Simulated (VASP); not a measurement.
A run of VASP 6.6.1 is set up as follows.

Contents of INCAR:

```
SYSTEM = ScB2
  PREC = Accurate
  ENCUT = 520
  EDIFF = 1E-7
  ISMEAR = 0
  SIGMA = 0.1
  LREAL = .False.
  LASPH = .True.
  NELM = 100
  ALGO = Normal
  ISIF = 2
  LWAVE = .False.
  LCHARG = .False.
  GGA = CA
  NBANDS = 16
```

File KPOINTS:

```
regular mesh
0
Gamma
  15 15 12
  0 0 0
```

File POSCAR:

```
ScB2
1.0
    3.0999032952      0.0000000000      0.0000000000
   -1.5499516476      2.6845950030      0.0000000000
    0.0000000000      0.0000000000      3.4538399195
Sc B
1 2
Direct
    0.0000000000      0.0000000000      0.0000000000
    0.3333333333      0.6666666667      0.5000000000
    0.6666666667      0.3333333333      0.5000000000
```

Potentials or basis: VASP PAW LDA potentials, release 64 (Sc_sv, B).

Launch:

```bash
$ cat potpaw_LDA.64/Sc_sv/POTCAR potpaw_LDA.64/B/POTCAR > POTCAR
$ mpirun -np 1 vasp_std > vasp.out
```

Q: What does it give for the pressure?

A: 0.7 GPa.

Stress tensor (GPa, compression positive):
```
0.67 0.00 0.00
0.00 0.67 0.00
0.00 0.00 0.89
```
